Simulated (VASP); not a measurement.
# CuSi16 (a cell with a defect) in VASP: notebook

Runs on CuSi16 (a cell with a defect). Level: PBE. Tasks: single point.

All numbers are computed with VASP 6.6.1; they aren't measurements. Logs are shortened: lines on timing, memory, paths and dates and some standing lists are left out, and cuts for length are marked.

## 1. The cell of the first run

The cell holds a defect, 17 atoms: a = 7.679 Å, b = 7.679 Å, c = 7.679 Å, α = 60.00°, β = 60.00°, γ = 60.00°.

## 2. Single point, PBE

INCAR reads:

```
SYSTEM = CuSi16
  PREC = Accurate
  ENCUT = 520
  EDIFF = 1E-6
  ISMEAR = 0
  SIGMA = 0.05
  LREAL = Auto
  LASPH = .True.
  NELM = 80
  ALGO = Normal
  ISIF = 2
  LWAVE = .False.
  LCHARG = .True.
  GGA = PE
  LELF = .True.
  LVHAR = .True.
  NBANDS = 52
  NELECT = 74.0
```

KPOINTS reads:

```
regular mesh
0
Gamma
  2 2 2
  0 0 0
```

POSCAR reads:

```
CuSi16
1.0
    0.0000000000      5.4300000000      5.4300000000
    5.4300000000      0.0000000000      5.4300000000
    5.4300000000      5.4300000000      0.0000000000
Si Cu
16 1
Direct
   -0.0030288704      0.0139484995     -0.0071804132
    0.1338455408      0.1171724821      0.1249767905
   -0.0021112735      0.0131565689      0.4974727185
    0.1203491493      0.1391048543      0.6208585835
    0.0057685475      0.5053023688     -0.0043653363
    0.1183775278      0.6396105755      0.1240571473
   -0.0040231226      0.5125294171      0.4970493892
    0.1203723043      0.6386221722      0.6194489225
    0.5134985354     -0.0391951044      0.0125522324
    0.6246286504      0.1167147326      0.1247498596
    0.4922173009      0.0134513068      0.4972888495
    0.6256712647      0.1173491935      0.6321109633
    0.4938964316      0.5046975936     -0.0052279997
    0.6374528244      0.5893627257      0.1349913865
    0.4963011920      0.5057007167      0.5031921363
    0.6230204453      0.6389786336      0.6187710980
    0.3900054522      0.3321252635      0.8859039718
```

Potentials or basis: VASP PAW PBE potentials, release 64 (Si, Cu).

Started as:

```bash
> cat potpaw_PBE.64/Si/POTCAR potpaw_PBE.64/Cu/POTCAR > POTCAR
> mpirun -np 1 vasp_std > vasp.out
```

OUTCAR:

```text
SYSTEM = CuSi16
   PREC = Accurate
   ENCUT = 520
   EDIFF = 1E-6
   ISMEAR = 0
   LREAL = Auto
   LASPH = .True.
   NELM = 80
   ISIF = 2
   GGA = PE
   NELECT = 74.0

 ion  position               nearest neighbor table
   1  0.997  0.014  0.993-   4 2.33   2 2.34  10 2.34   6 2.35
   2  0.134  0.117  0.125-   1 2.34   3 2.34   9 2.39   5 2.43  17 2.56
   3  0.998  0.013  0.497-   4 2.33  12 2.34   2 2.34   8 2.35
   4  0.120  0.139  0.621-   3 2.33  11 2.33   1 2.33   7 2.34
   5  0.006  0.505  0.996-  14 2.32   6 2.35   8 2.36  17 2.43   2 2.43
   6  0.118  0.640  0.124-   7 2.34   1 2.35   5 2.35  13 2.36
   7  0.996  0.513  0.497-   8 2.34  16 2.34   6 2.34   4 2.34
   8  0.120  0.639  0.619-   7 2.34   3 2.35  15 2.36   5 2.36  17 2.93
   9  0.513  0.961  0.013-  17 2.33  14 2.33  10 2.39   2 2.39  12 2.39
  10  0.625  0.117  0.125-   1 2.34  11 2.34   9 2.39  13 2.43  17 2.58
  11  0.492  0.013  0.497-   4 2.33  12 2.34  10 2.34  16 2.35
  12  0.626  0.117  0.632-  11 2.34   3 2.34   9 2.39  15 2.43  17 2.55
  13  0.494  0.505  0.995-  14 2.32   6 2.36  16 2.36  10 2.43  17 2.43
  14  0.637  0.589  0.135-  15 2.32   5 2.32  13 2.32   9 2.33
  15  0.496  0.506  0.503-  14 2.32  16 2.36   8 2.36  17 2.42  12 2.43
  16  0.623  0.639  0.619-   7 2.34  11 2.35  15 2.36  13 2.36  17 2.95
  17  0.390  0.332  0.886-   9 2.33  15 2.42   5 2.43  13 2.43  12 2.55   2 2.56  10 2.58   8 2.93
                            16 2.95

  LATTYP: Found a face centered cubic cell.
 ALAT       =    10.8600000000

  Lattice vectors:

 A1 = (   0.0000000000,   5.4300000000,   5.4300000000)
 A2 = (   5.4300000000,   0.0000000000,   5.4300000000)
 A3 = (   5.4300000000,   5.4300000000,   0.0000000000)

Analysis of symmetry for initial positions (statically):
=====================================================================
 Subroutine PRICEL returns:
 Original cell was already a primitive cell.

 Routine SETGRP: Setting up the symmetry group for a
 face centered cubic supercell.

 Subroutine GETGRP returns: Found  1 space group operations
 (whereof  1 operations were pure point group operations)
 out of a pool of 48 trial point group operations.

The static configuration has the point symmetry C_1 .

Analysis of symmetry for dynamics (positions and initial velocities):
=====================================================================
 Subroutine PRICEL returns:
 Original cell was already a primitive cell.

 Routine SETGRP: Setting up the symmetry group for a
 face centered cubic supercell.

 Subroutine GETGRP returns: Found  1 space group operations
 (whereof  1 operations were pure point group operations)
 out of a pool of 48 trial point group operations.

The dynamic configuration has the point symmetry C_1 .

 Subroutine INISYM returns: Found  1 space group operations
 (whereof  1 operations are pure point group operations),
 and found     1 'primitive' translations

----------------------------------------------------------------------------------------

                                     Primitive cell

  volume of cell :     320.2060

  direct lattice vectors                    reciprocal lattice vectors
     0.000000000  5.430000000  5.430000000    -0.092081031  0.092081031  0.092081031
     5.430000000  0.000000000  5.430000000     0.092081031 -0.092081031  0.092081031
     5.430000000  5.430000000  0.000000000     0.092081031  0.092081031 -0.092081031

  length of vectors
     7.679179644  7.679179644  7.679179644     0.159489025  0.159489025  0.159489025

  position of ions in fractional coordinates (direct lattice)
     0.996971130  0.013948500  0.992819587
     0.133845541  0.117172482  0.124976790
     0.997888727  0.013156569  0.497472718
     0.120349149  0.139104854  0.620858584
     0.005768547  0.505302369  0.995634664
     0.118377528  0.639610576  0.124057147
[... 9 lines left out ...]
     0.623020445  0.638978634  0.618771098
     0.390005452  0.332125263  0.885903972

  ion indices of the primitive-cell ions
   primitive index   ion index
[... 58 lines left out ...]
[... 41 lines left out ...]
     48       9.7990      0.00000
     49       9.9313      0.00000

 k-point     3 :       0.0000    0.5000    0.0000
  band No.  band energies     occupation
      1      -5.1855      2.00000
      2      -4.9857      2.00000
      3      -3.3331      2.00000
      4      -3.1830      2.00000
      5      -3.1744      2.00000
      6      -3.0380      2.00000
[... 41 lines left out ...]
     48       9.7712      0.00000
     49       9.7873      0.00000

 k-point     4 :       0.0000    0.0000    0.5000
  band No.  band energies     occupation
      1      -5.2237      2.00000
      2      -4.9360      2.00000
      3      -3.2984      2.00000
      4      -3.2631      2.00000
      5      -3.1603      2.00000
      6      -3.0397      2.00000
[... 41 lines left out ...]
     48       9.7951      0.00000
     49       9.9345      0.00000

 k-point     5 :       0.5000    0.5000    0.5000
  band No.  band energies     occupation
      1      -5.2280      2.00000
      2      -4.9298      2.00000
      3      -3.2950      2.00000
      4      -3.2623      2.00000
      5      -3.1671      2.00000
      6      -3.0405      2.00000
[... 41 lines left out ...]
     48       9.8009      0.00000
     49       9.9272      0.00000

 k-point     6 :       0.5000    0.5000    0.0000
  band No.  band energies     occupation
      1      -4.9304      2.00000
      2      -4.7234      2.00000
      3      -3.8692      2.00000
      4      -3.7759      2.00000
      5      -3.7476      2.00000
      6      -3.7369      2.00000
[... 41 lines left out ...]
     48      10.4992      0.00000
     49      10.5094      0.00000

 k-point     7 :       0.0000    0.5000    0.5000
  band No.  band energies     occupation
      1      -4.9313      2.00000
      2      -4.7223      2.00000
      3      -3.8690      2.00000
      4      -3.7785      2.00000
      5      -3.7446      2.00000
      6      -3.7381      2.00000
[... 41 lines left out ...]
     48      10.5043      0.00000
     49      10.5075      0.00000

 k-point     8 :       0.5000    0.0000    0.5000
  band No.  band energies     occupation
      1      -4.9301      2.00000
      2      -4.7239      2.00000
      3      -3.8690      2.00000
      4      -3.7745      2.00000
      5      -3.7491      2.00000
      6      -3.7367      2.00000
[... 41 lines left out ...]
     48      10.4978      0.00000
     49      10.5080      0.00000
 [bands above 49 left out]

------------------------ aborting loop because EDIFF is reached ----------------------------------------

  FORCE on cell =-STRESS in cart. coord.  units (eV):
  Direction    XX          YY          ZZ          XY          YZ          ZX
  --------------------------------------------------------------------------------------
  -------------------------------------------------------------------------------------
  Total       -1.7467159     -1.8758526     -1.8218460     -0.2169554     -0.2152306      0.2195499
  in kB       -8.7398379     -9.3859841     -9.1157574     -1.0855544     -1.0769239      1.0985361
  external PRESSURE =      -9.0805264 kB  Pullay stress =       0.0000000 kB

 VOLUME and BASIS-vectors are now :
 -----------------------------------------------------------------------------
  energy-cutoff  :      520.00
  volume of cell :      320.21
      direct lattice vectors                 reciprocal lattice vectors
     0.000000000  5.430000000  5.430000000    -0.092081031  0.092081031  0.092081031
     5.430000000  0.000000000  5.430000000     0.092081031 -0.092081031  0.092081031
     5.430000000  5.430000000  0.000000000     0.092081031  0.092081031 -0.092081031

 POSITION                                       TOTAL-FORCE (eV/Angst)
 -----------------------------------------------------------------------------------
      5.46675     10.80456      5.48929         0.000022     -0.002656     -0.006269
      1.31487      1.40541      1.36303         0.014317      0.004268     -0.011739
      2.77272      8.11981      5.48998        -0.013780     -0.004653      0.004608
      4.12660      4.02476      1.40884         0.007764      0.005960      0.003202
      8.15009      5.43762      2.77512        -0.011976     -0.015542     -0.008258
      4.14672      1.31642      4.11588        -0.010132      0.014940     -0.004335
[... 9 lines left out ...]
      6.82958      6.74293      6.85265         0.013733      0.012928     -0.001261
      6.61390      6.92819      3.92117         0.014748      0.000292      0.005939
 -----------------------------------------------------------------------------------
    total drift:                               -0.002195      0.004744     -0.002685

  FREE ENERGIE OF THE ION-ELECTRON SYSTEM (eV)
  ---------------------------------------------------
  free  energy   TOTEN  =       -94.2205562266 eV

  energy  without entropy=      -94.2205562063  energy(sigma->0) =      -94.22055622
```

Run time: 4.9 min. Hardware: 1 thread of Intel Xeon 6975P-C (Granite Rapids), shared host; peak memory 0.48 GiB.

Results:

| Property | Result |
| --- | --- |
| Free energy | -94.2206 eV |
| Largest force | 0.027 eV/Å |

Forces on the atoms (eV/Å):
```
Si   0.000 -0.003 -0.006
Si   0.014  0.004 -0.012
Si  -0.014 -0.005  0.005
Si   0.008  0.006  0.003
Si  -0.012 -0.016 -0.008
Si  -0.010  0.015 -0.004
Si  -0.006 -0.009  0.001
Si   0.014 -0.002 -0.001
Si  -0.013 -0.010  0.004
Si   0.025  0.006  0.009
Si  -0.020 -0.007  0.006
Si  -0.001  0.017 -0.013
Si  -0.006  0.005  0.007
Si   0.004 -0.004  0.004
Si  -0.012 -0.012  0.000
Si   0.014  0.013 -0.001
Cu   0.015  0.000  0.006
```

Levels at points of the mesh, in eV from the Fermi level:
```csv
k point,band 34,band 35,band 36,band 37,band 38,band 39,band 40,band 41
"(0.00, 0.00, 0.00)",-0.88,-0.65,-0.20,-0.18,0.18,0.61,0.61,0.63
"(0.50, 0.00, 0.00)",-0.89,-0.84,-0.76,-0.67,0.59,1.08,1.28,1.33
"(0.00, 0.50, 0.00)",-0.92,-0.91,-0.73,-0.72,0.42,1.26,1.33,1.34
"(0.00, 0.00, 0.50)",-0.90,-0.84,-0.76,-0.69,0.59,1.09,1.28,1.32
"(0.50, 0.50, 0.50)",-0.89,-0.84,-0.76,-0.66,0.58,1.08,1.28,1.33
"(0.50, 0.50, 0.00)",-1.52,-1.44,-1.41,-0.96,0.67,1.06,2.02,2.07
"(0.00, 0.50, 0.50)",-1.52,-1.43,-1.41,-0.95,0.67,1.06,2.02,2.07
"(0.50, 0.00, 0.50)",-1.52,-1.44,-1.41,-0.96,0.67,1.06,2.02,2.07
```

Caveat: the k points lie up to 0.50 Å⁻¹ apart; the cell carries a net charge on a neutralising background, which shifts energy and pressure; the cell is charged against a uniform background, so pressure and absolute levels hang on convention.

## 3. Single point, PBE

INCAR reads:

```
SYSTEM = CuSi16
PREC = Accurate
ENCUT = 520
EDIFF = 1E-6
ISMEAR = 0
SIGMA = 0.05
LREAL = Auto
LASPH = .TRUE.
NELM = 60
ALGO = Normal
ISIF = 2
LWAVE = .FALSE.
LCHARG = .TRUE.
GGA = PE
LELF = .TRUE.
LVHAR = .TRUE.
NELECT = 74.0
NBANDS = 52
```

KPOINTS reads:

```
Automatic mesh
0
G
  2 2 2
  0 0 0
```

POSCAR reads:

```
CuSi16
1.0
    0.0000000000      5.4300000000      5.4300000000
    5.4300000000      0.0000000000      5.4300000000
    5.4300000000      5.4300000000      0.0000000000
Si Cu
16 1
Direct
   -0.0110614783      0.0354357620     -0.0117696701
    0.1307204985      0.1197597728      0.1305068494
    0.0023647101     -0.0144573615      0.5061882479
    0.1302219622      0.1196400037      0.6199101111
    0.0006169851      0.5079044367      0.0000940999
    0.1124066736      0.6639085352      0.1118487943
    0.0003745920      0.5079724325      0.4915296165
    0.1332715058      0.6110402945      0.6278358873
    0.5064871077     -0.0140517252      0.0019011988
    0.6206953286      0.1195326245      0.1297855314
    0.5060921015     -0.0139869380      0.5055683853
    0.6294402661      0.1122462288      0.6289730755
    0.4921693360      0.5078325328     -0.0001383289
    0.6282961595      0.6114193651      0.1324475910
    0.5051824776      0.4857367279      0.5043277323
    0.6280490252      0.6114886535      0.6275679819
    0.2371082587      0.2925600948      1.2359674463
```

Potentials or basis: VASP PAW PBE potentials, release 64 (Si, Cu).

Started as:

```bash
> cat potpaw_PBE.64/Si/POTCAR potpaw_PBE.64/Cu/POTCAR > POTCAR
> mpirun -np 1 vasp_std > vasp.out
```

Run time: 5.3 min. Hardware: 1 thread of Intel Xeon 6975P-C (Granite Rapids), shared host; peak memory 0.48 GiB.

It converged, with:

| Quantity | Value |
| --- | --- |
| Free energy | -94.2205 eV |
| Largest force | 0.017 eV/Å |

Forces on the atoms (eV/Å):
```
Si  -0.009  0.009 -0.003
Si  -0.003 -0.011  0.003
Si   0.000 -0.001  0.004
Si   0.012  0.003  0.000
Si  -0.009  0.004 -0.012
Si   0.008 -0.010  0.010
Si   0.004  0.010 -0.013
Si   0.006 -0.009  0.005
Si  -0.002  0.000 -0.006
Si  -0.004  0.002  0.013
Si   0.002  0.006 -0.005
Si   0.002 -0.004  0.001
Si  -0.005  0.006  0.010
Si   0.003 -0.004  0.006
Si  -0.003  0.003 -0.008
Si   0.003 -0.001  0.006
Cu  -0.005 -0.001 -0.010
```

Levels at points of the mesh, in eV from the Fermi level:
```csv
k point,band 33,band 34,band 35,band 36,band 37,band 38,band 39,band 40,band 41,band 42
"(0.00, 0.00, 0.00)",-0.89,-0.88,-0.65,-0.19,-0.19,0.18,0.61,0.61,0.64,0.65
"(0.50, 0.00, 0.00)",-2.00,-0.89,-0.84,-0.76,-0.67,0.59,1.09,1.29,1.33,1.50
"(0.00, 0.50, 0.00)",-2.00,-0.92,-0.91,-0.72,-0.72,0.42,1.26,1.34,1.34,1.44
"(0.00, 0.00, 0.50)",-2.00,-0.89,-0.84,-0.76,-0.67,0.59,1.09,1.29,1.33,1.50
"(0.50, 0.50, 0.50)",-2.00,-0.89,-0.84,-0.76,-0.67,0.59,1.09,1.29,1.33,1.50
"(0.50, 0.50, 0.00)",-1.82,-1.52,-1.43,-1.41,-0.95,0.67,1.06,2.03,2.07,2.14
"(0.00, 0.50, 0.50)",-1.82,-1.52,-1.43,-1.41,-0.95,0.67,1.06,2.03,2.07,2.14
"(0.50, 0.00, 0.50)",-1.83,-1.52,-1.43,-1.40,-0.96,0.67,1.06,2.03,2.07,2.14
```

Caveat: the k points lie up to 0.50 Å⁻¹ apart; the cell carries a net charge on a neutralising background, which shifts energy and pressure; the cell is charged against a uniform background, so pressure and absolute levels hang on convention.

## 4. Single point, PBE

INCAR reads:

```
ALGO     = Normal         # electronic algorithm
EDIFF    = 1E-7           # SCF threshold, eV
ENCUT    = 520            # plane-wave cutoff, eV
GGA      = PE             # functional
ISIF     = 2              # what is computed and relaxed
ISMEAR   = 0              # smearing method
LASPH    = T              # aspherical terms in the spheres
LCHARG   = F              # write CHGCAR
LREAL    = Auto         
LWAVE    = F              # write WAVECAR
NBANDS   = 52             # bands
NELECT   = 74.0         
NELM     = 80             # most SCF steps
PREC     = Accurate       # precision mode
SIGMA    = 0.05           # smearing width, eV
```

KPOINTS reads:

```
k-points
0
Gamma
  2 2 2
```

POSCAR reads:

```
CuSi16
1.0
    0.0000000000      5.4300000000      5.4300000000
    5.4300000000      0.0000000000      5.4300000000
    5.4300000000      5.4300000000      0.0000000000
Si Cu
16 1
Direct
   -0.0030288214      0.0139485267     -0.0071803867
    0.1338454880      0.1171725599      0.1249767956
   -0.0021112339      0.0131565378      0.4974727440
    0.1203491713      0.1391047882      0.6208585635
    0.0057685083      0.5053023941     -0.0043653775
    0.1183774401      0.6396105893      0.1240571823
   -0.0040231123      0.5125293738      0.4970494475
    0.1203722836      0.6386221915      0.6194488950
    0.5134986188     -0.0391951197      0.0125522099
    0.6246286372      0.1167148250      0.1247498158
    0.4922173112      0.0134513812      0.4972887661
    0.6256711786      0.1173492634      0.6321109576
    0.4938965009      0.5046976059     -0.0052279926
    0.6374527624      0.5893627072      0.1349914365
    0.4963011971      0.5057006446      0.5031921731
    0.6230204420      0.6389786372      0.6187710866
    0.3900054328      0.3321253223      0.8859039595
```

Started as:

```bash
> cat potpaw_PBE.64/Si/POTCAR potpaw_PBE.64/Cu/POTCAR > POTCAR
> mpirun -np 1 vasp_std > vasp.out
```

It took 5.2 min on 1 thread of Intel Xeon 6975P-C (Granite Rapids), shared host; peak memory 0.48 GiB.

The run converged. Its results:

* Free energy: -94.2206 eV
* Largest force: 0.027 eV/Å

Forces on the atoms (eV/Å):
```
Si   0.000 -0.003 -0.006
Si   0.014  0.004 -0.012
Si  -0.014 -0.005  0.004
Si   0.008  0.006  0.003
Si  -0.012 -0.016 -0.008
Si  -0.010  0.015 -0.004
Si  -0.006 -0.009  0.001
Si   0.014 -0.002 -0.001
Si  -0.013 -0.009  0.004
Si   0.025  0.006  0.009
Si  -0.020 -0.007  0.006
Si  -0.001  0.017 -0.013
Si  -0.006  0.005  0.007
Si   0.004 -0.004  0.004
Si  -0.012 -0.012  0.000
Si   0.014  0.013 -0.001
Cu   0.015  0.000  0.006
```

Levels at points of the mesh, in eV from the Fermi level:
| k point | band 35 | band 36 | band 37 | band 38 | band 39 | band 40 |
| --- | --- | --- | --- | --- | --- | --- |
| (0.00, 0.00, 0.00) | -0.65 | -0.20 | -0.18 | 0.18 | 0.61 | 0.61 |
| (0.50, 0.00, 0.00) | -0.84 | -0.76 | -0.67 | 0.59 | 1.09 | 1.28 |
| (0.00, 0.50, 0.00) | -0.91 | -0.73 | -0.72 | 0.42 | 1.26 | 1.33 |
| (0.00, 0.00, 0.50) | -0.84 | -0.76 | -0.69 | 0.59 | 1.09 | 1.28 |
| (0.50, 0.50, 0.50) | -0.84 | -0.76 | -0.66 | 0.58 | 1.08 | 1.28 |
| (0.50, 0.50, 0.00) | -1.44 | -1.41 | -0.96 | 0.67 | 1.06 | 2.02 |
| (0.00, 0.50, 0.50) | -1.43 | -1.41 | -0.95 | 0.67 | 1.06 | 2.02 |
| (0.50, 0.00, 0.50) | -1.44 | -1.41 | -0.96 | 0.67 | 1.06 | 2.02 |

Caveat: the k points lie up to 0.50 Å⁻¹ apart; the cell carries a net charge on a neutralising background, which shifts energy and pressure; the cell is charged against a uniform background, so pressure and absolute levels hang on convention.
